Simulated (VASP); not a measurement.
# H in VASP: further runs, part 3 of 5

VASP 6.6.1. The steps go on from the part before.

## Step 4: Single point, PBE

This run uses another cell than the first one, of 14.50 Å³/atom, 1.040 times its volume.

The input, INCAR:

```
SYSTEM = H
  ALGO = Normal
  EDIFF = 1E-6
  ENCUT = 520
  GGA = PE
  ISIF = 2
  ISMEAR = -1
  LASPH = .TRUE.
  LCHARG = .FALSE.
  LREAL = .FALSE.
  LWAVE = .FALSE.
  NBANDS = 10
  NELM = 60
  PREC = Accurate
  SIGMA = 0.05
```

The input, KPOINTS:

```
k-points
0
G
  7 7 7
  0 0 0
```

The input, POSCAR:

```
H
1.0
    2.6580048308     -2.6006837539      0.0000000000
    2.6580048308      2.6006837539      0.0000000000
    0.0000000000      0.0000000000      4.1963218556
H
4
Direct
    0.0467043700      0.9532956300      0.9314911100
    0.5467043700      0.4532956300      0.5685088900
    0.4532956300      0.5467043700      0.4314911100
    0.9532956300      0.0467043700      0.0685088900
```

Potentials or basis: VASP PAW PBE potentials, release 64 (H).

Launch:

```sh
> cat potpaw_PBE.64/H/POTCAR > POTCAR
> mpirun -np 1 vasp_std > vasp.out
```

OUTCAR:

```text
SYSTEM = H
   EDIFF = 1E-6
   ENCUT = 520
   GGA = PE
   ISIF = 2
   ISMEAR = -1
   LASPH = .TRUE.
   LREAL = .FALSE.
   NELM = 60
   PREC = Accurate

 ion  position               nearest neighbor table
   1  0.047  0.953  0.931-   4 0.75
   2  0.547  0.453  0.569-   3 0.75
   3  0.453  0.547  0.431-   2 0.75
   4  0.953  0.047  0.069-   1 0.75

  LATTYP: Found a base centered orthorhombic cell.
 ALAT       =     5.2013675078
 B/A-ratio  =     1.0220407717
 C/A-ratio  =     0.8067728053

  Lattice vectors:

 A1 = (  -2.6580048308,  -2.6006837539,   0.0000000000)
 A2 = (   2.6580048308,  -2.6006837539,   0.0000000000)
 A3 = (   0.0000000000,   0.0000000000,   4.1963218556)

Analysis of symmetry for initial positions (statically):
=====================================================================
 Subroutine PRICEL returns:
 Original cell was already a primitive cell.

 Routine SETGRP: Setting up the symmetry group for a
 base centered orthorhombic supercell.

 Subroutine GETGRP returns: Found  8 space group operations
 (whereof  4 operations were pure point group operations)
 out of a pool of  8 trial point group operations.

The static configuration has the point symmetry C_2h.
 The point group associated with its full space group is D_2h.

Analysis of symmetry for dynamics (positions and initial velocities):
=====================================================================
 Subroutine PRICEL returns:
 Original cell was already a primitive cell.

 Routine SETGRP: Setting up the symmetry group for a
 base centered orthorhombic supercell.

 Subroutine GETGRP returns: Found  8 space group operations
 (whereof  4 operations were pure point group operations)
 out of a pool of  8 trial point group operations.

The dynamic configuration has the point symmetry C_2h.
 The point group associated with its full space group is D_2h.

 Subroutine INISYM returns: Found  8 space group operations
 (whereof  4 operations are pure point group operations),
 and found     1 'primitive' translations

----------------------------------------------------------------------------------------

                                     Primitive cell

  volume of cell :      58.0152

  direct lattice vectors                    reciprocal lattice vectors
     2.658004831 -2.600683754  0.000000000     0.188111020 -0.192257132  0.000000000
     2.658004831  2.600683754  0.000000000     0.188111020  0.192257132  0.000000000
     0.000000000  0.000000000  4.196321856     0.000000000  0.000000000  0.238303932

  length of vectors
     3.718675257  3.718675257  4.196321856     0.268976878  0.268976878  0.238303932

  position of ions in fractional coordinates (direct lattice)
     0.046704370  0.953295630  0.931491110
     0.546704370  0.453295630  0.568508890
     0.453295630  0.546704370  0.431491110
     0.953295630  0.046704370  0.068508890

  ion indices of the primitive-cell ions
   primitive index   ion index
                 1           1
                 2           2
                 3           3
                 4           4

[... 26 lines left out ...]
 Following reciprocal coordinates:
            Coordinates               Weight
  0.000000  0.000000  0.000000      1.000000
  0.142857 -0.000000  0.000000      4.000000
  0.285714 -0.000000  0.000000      4.000000
  0.428571 -0.000000  0.000000      4.000000
  0.142857  0.142857  0.000000      2.000000
  0.285714  0.142857  0.000000      4.000000
[... 16 lines left out ...]
  0.428571  0.142857  0.142857      8.000000
 -0.428571  0.142857  0.142857      8.000000
 [... further k-points ...]
   k-points           NKPTS =     64   k-points in BZ     NKDIM =     64   number of bands    NBANDS=     10
   number of dos      NEDOS =    301   number of ions     NIONS =      4
   total plane-waves  NPLWV =  25088
   dimension x,y,z NGX =    28 NGY =   28 NGZ =   32
   dimension x,y,z NGXF=    56 NGYF=   56 NGZF=   64
   ions per type =               4
   NGX,Y,Z   is equivalent  to a cutoff of  12.52, 12.52, 12.68 a.u.
   NGXF,Y,Z  is equivalent  to a cutoff of  25.04, 25.04, 25.35 a.u.
 SYSTEM =  H
   PREC   = accura    normal or accurate (medium, high low for compatibility)
   ISTART =      0    job   : 0-new  1-cont  2-samecut
   ICHARG =      2    charge: 1-file 2-atom 10-const
   ISPIN  =      1    spin polarized calculation?
   LNONCOLLINEAR =      F non collinear calculations
   LSORBIT =      F    spin-orbit coupling
   LASPH  =      T    aspherical Exc in radial PAW
   ENCUT  =  520.0 eV  38.22 Ry    6.18 a.u.   6.91  6.91  7.80*2*pi/ulx,y,z
   NELM   =     60;   NELMIN=  2; NELMDL= -5     # of ELM steps
   EDIFF  = 0.1E-05   stopping-criterion for ELM
   LREAL  =      F    real-space projection
   EDIFFG = 0.1E-04   stopping-criterion for IOM
   NSW    =      0    number of steps for IOM
   IBRION =     -1    ionic relax: 0-MD 1-quasi-New 2-CG
   NFREE  =      0    steps in history (QN), initial steepest desc. (CG)
   ISIF   =      2    stress and relaxation
   ISYM   =      2    0-nonsym 1-usesym 2-fastsym
   POTIM  = 0.5000    time-step for ionic-motion
   TEBEG  =    0.0;   TEEND  =   0.0 temperature during run
   PSTRESS=    0.0 pullay stress
   NELECT =       4.0000    total number of electrons
   NUPDOWN=      -1.0000    fix difference up-down
   EMIN   =  10.00;   EMAX   =-10.00  energy-range for DOS
   EFERMI =   0.00;   METHOD = LEGACY
   ISMEAR =    -1;   SIGMA  =   0.05  broadening in eV -4-tet -1-fermi 0-gaus
   EFERMI_NEDOS =   21; number of points for ismear=-14 and -15
   IALGO  =     38    algorithm
   IMIX   =      4    mixing-type and parameters
     AMIX     =   0.40;   BMIX     =  1.00
     AMIX_MAG =   1.60;   BMIX_MAG =  1.00
  volume/ion in A,a.u.               =      14.50        97.88
  Fermi-wavevector in a.u.,A,eV,Ry     =   0.671296  1.268566  6.131309  0.450638
  Thomas-Fermi vector in A             =   1.747073
   LORBIT       =      0    0 simple, 1 ext, 2 COOP (PROOUT), +10 PAW based schemes
   GGA     = PE    functional components
   LHFCALC =     F    Hartree Fock is set to
   AEXX    =    0.0000 exact exchange contribution
   IVDW    =     0    specifies the selected vdW correction
   LEPSILON=     F    determine dielectric tensor
   LRPA    =     F    only Hartree local field effects (RPA)
 non-spin polarized calculation
  energy-cutoff  :      520.00
  volume of cell :       58.02
 maximum number of plane-waves:      1582
   NGX = 13   NGY = 13   NGZ = 15

 number of electron       4.0000004 magnetization

 Free energy of the ion-electron system (eV)
  ---------------------------------------------------
  ext. energy  EPLUGINS =         0.00000000
  ---------------------------------------------------
  free energy    TOTEN  =       -13.58034195 eV

  energy without entropy =      -13.58034195  energy(sigma->0) =      -13.58034195

 E-fermi :  -7.6163     XC(G=0):  -4.8453

 val. band max:       -8.6056145285   @ k =   0.0000   0.0000   0.0000
 cond. band min:       0.7006599610   @ k =   0.4286  -0.0000   0.4286
 fundamental gap:      9.3062744895
 Fermi energy:        -7.6162903191

 k-point     1 :       0.0000    0.0000    0.0000
  band No.  band energies     occupation
      1     -10.2891      2.00000
      2      -8.6056      2.00000
      3       2.6626      0.00000
      4       3.8541      0.00000
      5       4.3590      0.00000
      6       6.4860      0.00000
      7       6.7700      0.00000
      8       8.2117      0.00000
      9      10.1202      0.00000
     10      10.8881      0.00000
[... 287 lines left out ...]
 k-point    24 :      -0.4286    0.1429    0.1429
  band No.  band energies     occupation
      1      -9.3901      2.00000
      2      -9.1209      2.00000
      3       1.5931      0.00000
      4       2.0535      0.00000
      5       4.5516      0.00000
      6       5.9123      0.00000
      7       7.1002      0.00000
      8       9.0762      0.00000
      9      10.5356      0.00000
     10      11.5046      0.00000

 [... further k-points ...]
[... 5 lines left out ...]
  --------------------------------------------------------------------------------------
  -------------------------------------------------------------------------------------
  Total       -0.0260805     -0.0973853     -0.0996794      0.0000000      0.0000000      0.0000000
  in kB       -0.7202529     -2.6894395     -2.7527940      0.0000000      0.0000000      0.0000000
  external PRESSURE =      -2.0541621 kB  Pullay stress =       0.0000000 kB

 VOLUME and BASIS-vectors are now :
 -----------------------------------------------------------------------------
  energy-cutoff  :      520.00
  volume of cell :       58.02
      direct lattice vectors                 reciprocal lattice vectors
     2.658004831 -2.600683754  0.000000000     0.188111020 -0.192257132  0.000000000
     2.658004831  2.600683754  0.000000000     0.188111020  0.192257132  0.000000000
     0.000000000  0.000000000  4.196321856     0.000000000  0.000000000  0.238303932

 POSITION                                       TOTAL-FORCE (eV/Angst)
 -----------------------------------------------------------------------------------
      2.65800      2.35776      3.90884         0.000000      0.052266      0.061337
      2.65800     -0.24293      2.38565         0.000000      0.052266     -0.061337
      2.65800      0.24293      1.81068         0.000000     -0.052266      0.061337
      2.65800     -2.35776      0.28749         0.000000     -0.052266     -0.061337
 -----------------------------------------------------------------------------------
    total drift:                                0.000000     -0.000000      0.000000

  FREE ENERGIE OF THE ION-ELECTRON SYSTEM (eV)
  ---------------------------------------------------
  free  energy   TOTEN  =       -13.5803419533 eV

  energy  without entropy=      -13.5803419532  energy(sigma->0) =      -13.58034195
```

OSZICAR:

```text
N       E                     dE             d eps       ncg     rms          rms(c)
DAV:   1    -0.102786438849E+02   -0.10279E+02   -0.11519E+03  1280   0.259E+02
DAV:   2    -0.146531291130E+02   -0.43745E+01   -0.43340E+01  1624   0.391E+01
DAV:   3    -0.147643199154E+02   -0.11119E+00   -0.11115E+00  1516   0.541E+00
DAV:   4    -0.147646058034E+02   -0.28589E-03   -0.28588E-03  1502   0.337E-01
DAV:   5    -0.147646067282E+02   -0.92482E-06   -0.92486E-06  1438   0.186E-02    0.622E+00
DAV:   6    -0.139580170543E+02    0.80659E+00   -0.36360E-01  1338   0.216E+00    0.340E+00
DAV:   7    -0.135730920169E+02    0.38493E+00   -0.85086E-01  1358   0.342E+00    0.407E-01
DAV:   8    -0.135832009970E+02   -0.10109E-01   -0.18047E-02  1326   0.582E-01    0.283E-01
DAV:   9    -0.135803169354E+02    0.28841E-02   -0.55645E-03  1380   0.278E-01    0.193E-02
DAV:  10    -0.135803313125E+02   -0.14377E-04   -0.11757E-04  1414   0.628E-02    0.714E-03
DAV:  11    -0.135803417054E+02   -0.10393E-04   -0.97173E-06  1314   0.226E-02    0.414E-03
DAV:  12    -0.135803419533E+02   -0.24786E-06   -0.26151E-07  1454   0.319E-03
   1 F= -.13580342E+02 E0= -.13580342E+02  d E =-.882655E-10
```

Run time: 19 s. Hardware: 1 thread of Intel Xeon Platinum 8375C at 2.90GHz (Ice Lake), shared host; peak memory 0.16 GiB.

What came out:

```yaml
Free_energy: -13.5803 eV
Pressure: -0.2 GPa
Largest_force: 0.081 eV/Å
Band_gap_on_the_k_mesh: 9.31 eV, indirect (least direct gap 9.86 eV)
```

Forces on the atoms (eV/Å):
```
H    0.000  0.052  0.061
H    0.000  0.052 -0.061
H    0.000 -0.052  0.061
H    0.000 -0.052 -0.061
```

Levels at points of the mesh, in eV from the valence-band top:
| k point | band 1 | band 2 | band 3 | band 4 | band 5 | band 6 |
| --- | --- | --- | --- | --- | --- | --- |
| (0.00, 0.00, 0.00) | -1.68 | 0.00 | 11.27 | 12.46 | 12.96 | 15.09 |

A k mesh can miss the band edges. PBE gaps usually lie below the measured ones, often by a third to a half.

(Continued in part 4 of 5.)
